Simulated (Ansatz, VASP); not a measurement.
# AlRh2 in VASP and in Ansatz

```
CELL_PARAMETERS angstrom
4.29655 0.00000 0.00000
-2.14827 3.72092 0.00000
0.00000 0.00000 2.74119
ATOMIC_POSITIONS crystal
Al 0.00000 0.00000 0.00000
Rh 0.33333 0.66667 0.50000
Rh 0.66667 0.33333 0.50000
```

Alike in both runs: functional PBE; k mesh 12 × 12 × 16; occupations gaussian, width 0.1 eV; no spin polarisation.

Ansatz relaxed the structure, and its values are those at the end. VASP's run is a single point on that final structure, the one shown.

|  | VASP | Ansatz |
| --- | --- | --- |
| version | VASP 6.6.1 | Ansatz 0.2.0 |
| potentials or method | VASP PAW PBE potentials, release 64 (Al, Rh_pv), cutoff 500 eV | scalar-relativistic, plane waves, PAW |
| valence electrons in the cell | 33 | 37 |

|  | VASP | Ansatz | Ansatz less VASP |
| --- | --- | --- | --- |
| gap on the k mesh at the Fermi level (eV) | none | none | - |
| pressure (GPa) | 0.0 | 0.0 | -0.04 |

A gap of «none» marks a metal or a gap that the smearing closes. VASP's potentials hold 33 valence electrons a cell and Ansatz's 37, so a difference there can come from the potentials and not from the codes.
